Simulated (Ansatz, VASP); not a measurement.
## One calculation of Ti5WC6, two programs

INCAR

```
PREC     = Accurate       # precision mode
ENCUT    = 600            # plane-wave cutoff, eV
EDIFF    = 1E-6           # SCF threshold, eV
ISMEAR   = 0              # smearing method
SIGMA    = 0.1            # smearing width, eV
LREAL    = False          # projectors in reciprocal space
LASPH    = True           # aspherical terms in the spheres
NELM     = 100            # most SCF steps
ALGO     = Normal         # electronic algorithm
ISIF     = 3              # what is computed and relaxed
LWAVE    = False          # write WAVECAR
LCHARG   = False          # write CHGCAR
GGA      = PE             # functional
IBRION   = 2              # ionic algorithm
NSW      = 90             # ionic steps
EDIFFG   = -0.04          # ionic threshold
```

File KPOINTS:

```
regular mesh
0
Gamma
  6 6 1
```

POSCAR

```
Ti5WC6
1.0
    3.3917397900      0.0000000000      0.0000000000
   -1.6958698900      2.9373328200      0.0000000000
    0.0000000000      0.0000000000     16.6160636400
Ti W C
5 1 6
Direct
    0.6666666700      0.3333333300      0.6666666700
    0.3333333300      0.6666666700      0.3333333300
    0.6666666700      0.3333333300      0.1666666700
    0.0000000000      0.0000000000      0.0000000000
    0.3333333300      0.6666666700      0.8333333300
    0.0000000000      0.0000000000      0.5000000000
    0.3333333300      0.6666666700      0.5833333300
    0.6666666700      0.3333333300      0.4166666700
    0.0000000000      0.0000000000      0.2500000000
    0.3333333300      0.6666666700      0.0833333300
    0.6666666700      0.3333333300      0.9166666700
    0.0000000000      0.0000000000      0.7500000000
```

Input for Ansatz:

```yaml
crystal:
  lattice:
    - [3.39173979, 0.0, 0.0]
    - [-1.69586989, 2.93733282, 0.0]
    - [0.0, 0.0, 16.61606364]
  atoms:
    - { symbol: Ti, position: [0.66666667, 0.33333333, 0.66666667] }
    - { symbol: Ti, position: [0.33333333, 0.66666667, 0.33333333] }
    - { symbol: Ti, position: [0.66666667, 0.33333333, 0.16666667] }
    - { symbol: Ti, position: [0.0, 0.0, 0.0] }
    - { symbol: Ti, position: [0.33333333, 0.66666667, 0.83333333] }
    - { symbol: W, position: [0.0, 0.0, 0.5] }
    - { symbol: C, position: [0.33333333, 0.66666667, 0.58333333] }
    - { symbol: C, position: [0.66666667, 0.33333333, 0.41666667] }
    - { symbol: C, position: [0.0, 0.0, 0.25] }
    - { symbol: C, position: [0.33333333, 0.66666667, 0.08333333] }
    - { symbol: C, position: [0.66666667, 0.33333333, 0.91666667] }
    - { symbol: C, position: [0.0, 0.0, 0.75] }
basis:
  ecutwfc: 420
kpoints:
  mp_grid: { grid: [6, 6, 1] }
hamiltonian:
  xc: pbe
scf:
  occupations: { method: gaussian, width: 0.1 }
  lower_state_search: "off"
output:
  forces: true
  stress: true
  eigenvalues: true
relax:
  adjacent_minimum: "off"
  f_tol: 0.04
  max_steps: 70
  cell: { stress_tol: 0.4 }
```

Alike in both runs: task relaxation of cell and atoms; functional PBE; k mesh 6 × 6 × 1; occupations gaussian, width 0.1 eV; no spin polarisation.

|  | VASP | Ansatz |
| --- | --- | --- |
| version | VASP 6.6.1 | Ansatz 0.2.0 |
| potentials or method | VASP PAW PBE potentials, release 64 (Ti_sv, W_sv, C), cutoff 600 eV | scalar-relativistic, plane waves, PAW |
| valence electrons in the cell | 98 | 98 |

```tsv
	VASP	Ansatz	Ansatz less VASP
gap on the k mesh at the Fermi level, each at its own relaxed structure (eV)	none	none	-
relaxed volume (Å³/atom)	10.22	10.22	-0.006
relaxed length of the cell vector where the two differ most in proportion (Å)	3.068	3.067	-0.0009
```

A gap of «none» marks a metal or a gap that the smearing closes.

The k mesh is coarse, so the values compare programs but aren't converged. Neither program's run includes spin-orbit coupling. Noted on VASP's run: the volume moved by over 15 % at a fixed basis, so the end points are rough.
